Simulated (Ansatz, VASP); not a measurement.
## BeSO in VASP and in Ansatz

Contents of INCAR:

```
PREC     = Accurate       # precision mode
ENCUT    = 600            # plane-wave cutoff, eV
EDIFF    = 1E-7           # SCF threshold, eV
ISMEAR   = 0              # smearing method
SIGMA    = 0.1            # smearing width, eV
LREAL    = False          # projectors in reciprocal space
LASPH    = True           # aspherical terms in the spheres
NELM     = 120            # most SCF steps
ALGO     = Normal         # electronic algorithm
ISIF     = 3              # what is computed and relaxed
LWAVE    = False          # write WAVECAR
LCHARG   = False          # write CHGCAR
GGA      = PE             # functional
IBRION   = 2              # ionic algorithm
NSW      = 100            # ionic steps
EDIFFG   = -0.01          # ionic threshold
GGA_COMPAT= False        
NELMIN   = 4
```

Contents of KPOINTS:

```
Automatic mesh
0
Gamma
  14 14 12
```

Contents of POSCAR:

```
BeSO
1.0
    3.3350024030      0.0000000000      0.0000000000
    0.0000000000      3.3350024030      0.0000000000
    0.0000000000      0.0000000000      3.7774180960
Be S O
1 1 1
Direct
    0.0000000000      0.0000000000      0.5000000000
    0.0000000000      0.0000000000      0.0000000000
    0.5000000000      0.5000000000      0.0000000000
```

Input for Ansatz:

```yaml
crystal:
  lattice:
    - [3.335002403, 0.0, 0.0]
    - [0.0, 3.335002403, 0.0]
    - [0.0, 0.0, 3.777418096]
  atoms:
    - { symbol: Be, position: [0.0, 0.0, 0.5] }
    - { symbol: S, position: [0.0, 0.0, 0.0] }
    - { symbol: O, position: [0.5, 0.5, 0.0] }
basis:
  ecutwfc: 420
kpoints:
  mp_grid: { grid: [14, 14, 12] }
hamiltonian:
  xc: pbe
scf:
  occupations: { method: gaussian, width: 0.1 }
output:
  forces: true
  stress: true
  eigenvalues: true
relax:
  adjacent_minimum: "off"
  f_tol: 0.01
  max_steps: 80
  cell: { stress_tol: 0.05 }
```

Alike in both runs: task relaxation of cell and atoms; functional PBE; k mesh 14 × 14 × 12; occupations gaussian, width 0.1 eV; no spin polarisation.

|  | VASP | Ansatz |
| --- | --- | --- |
| version | VASP 6.6.1 | Ansatz 0.2.0 |
| potentials or method | VASP PAW PBE potentials, release 64 (Be, S, O), cutoff 600 eV | scalar-relativistic, plane waves, PAW |
| valence electrons in the cell | 14 | 14 |

VASP gave:

```
gap on the k mesh at the Fermi level, each at its own relaxed structure (eV) : none
relaxed volume (Å³/atom)                                                     : 14.15
relaxed cell length with the largest relative difference (Å)                 : 3.748
```

Q: What did Ansatz give for the same quantities?

A: gap on the k mesh at the Fermi level, each at its own relaxed structure (eV): none; relaxed volume (Å³/atom): 14.18; relaxed cell length with the largest relative difference (Å): 3.753.

A gap of «none» marks a metal or a gap that the smearing closes.
